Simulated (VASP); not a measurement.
Write the native input for VASP 6.6.1 that does the following.

```yaml
Task: single point
Functional: PBEsol
Potentials_or_basis: VASP PAW PBE potentials, release 64 (Ir)
Cutoff: 520 eV
k_mesh: 22 × 22 × 22
Occupations: gaussian, width 0.15 eV
Spin: no spin polarisation
Dipole_correction: no
Further_INCAR_settings: ALGO = Normal; EDIFF = 1e-06; NBANDS = 10
```

The structure of Ir lies in POSCAR:

```
Ir
1.0
    0.0000000000      1.9484955000      1.8621090000
    1.9484955000      0.0000000000      1.8621090000
    1.9484955000      1.9484955000      0.0000000000
Ir
1
Direct
    0.0000000000      0.0000000000      0.0000000000
```

This cell differs from its parent crystal: strain +0.015 along x and y, -0.030 along z.

The input as run:

INCAR

```
  PREC = Accurate
  ENCUT = 520
  EDIFF = 1E-6
  ISMEAR = 0
  SIGMA = 0.15
  LREAL = F
  LASPH = T
  NELM = 60
  ALGO = Normal
  ISIF = 2
  LWAVE = F
  LCHARG = F
  GGA = PS
  NBANDS = 10
```

KPOINTS

```
regular mesh
0
Gamma
  22 22 22
```

Potentials or basis: VASP PAW PBE potentials, release 64 (Ir).

Command:

```sh
$ cat potpaw_PBE.64/Ir/POTCAR > POTCAR
$ mpirun -np 1 vasp_std > vasp.out
```

Results of the run:

```yaml
Pressure: -0.9 GPa
```

Caveat: the cell differs from its parent crystal (strain +0.015 along x and y, -0.030 along z); the PAW data sets were made with another functional, which shifts forces and pressure a little.

Wall time 33 s on 1 thread of Intel(R) Xeon(R) 6975P-C (Granite Rapids) (shared host), peak memory 0.23 GiB.
